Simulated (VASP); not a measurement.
Write the native input for VASP 6.6.1 that does the following.

- Task: single point
- Functional: PBE
- Potentials or basis: VASP PAW PBE potentials, release 64 (Li_sv, Br)
- Cutoff: 750 eV
- k mesh: 13 × 13 × 13
- Occupations: fermi-dirac, width 0.05 eV
- Spin: no spin polarisation
- Dipole correction: no
- Further INCAR settings: ALGO = Normal; EDIFF = 1e-06; NBANDS = 12

The structure of LiBr (rocksalt type) lies in POSCAR:

```
LiBr
1.0
    0.0000000000      2.5573223635      2.5573223635
    2.5573223635      0.0000000000      2.5573223635
    2.5573223635      2.5573223635      0.0000000000
Li Br
1 1
Direct
    0.0000000000      0.0000000000      0.0000000000
    0.5000000000      0.5000000000      0.5000000000
```

This cell differs from its parent crystal: volume scaled by 0.8.

One way to write it, as run:

INCAR

```
SYSTEM = LiBr
PREC = Accurate ; ENCUT = 750
EDIFF = 1E-6 ; ISMEAR = -1
SIGMA = 0.05 ; LREAL = .FALSE.
LASPH = .TRUE. ; NELM = 120
ALGO = Normal ; ISIF = 2
LWAVE = .FALSE. ; LCHARG = .TRUE.
GGA = PE ; LELF = .TRUE.
LVHAR = .TRUE. ; NBANDS = 12
GGA_COMPAT = .FALSE.
```

KPOINTS

```
Automatic mesh
0
G
  13 13 13
  0 0 0
```

Potentials or basis: VASP PAW PBE potentials, release 64 (Li_sv, Br).

Launch:

```bash
$ cat potpaw_PBE.64/Li_sv/POTCAR potpaw_PBE.64/Br/POTCAR > POTCAR
$ mpirun -np 1 vasp_std > vasp.out
```

It gave:

```
Pressure               : 9.3 GPa
Band gap on the k mesh : 5.72 eV, indirect (least direct gap 6.09 eV)
```

It took 51 s on 1 thread of AMD EPYC 7R43 64-Core Processor (Zen 3), on a shared host, peak memory 0.17 GiB.
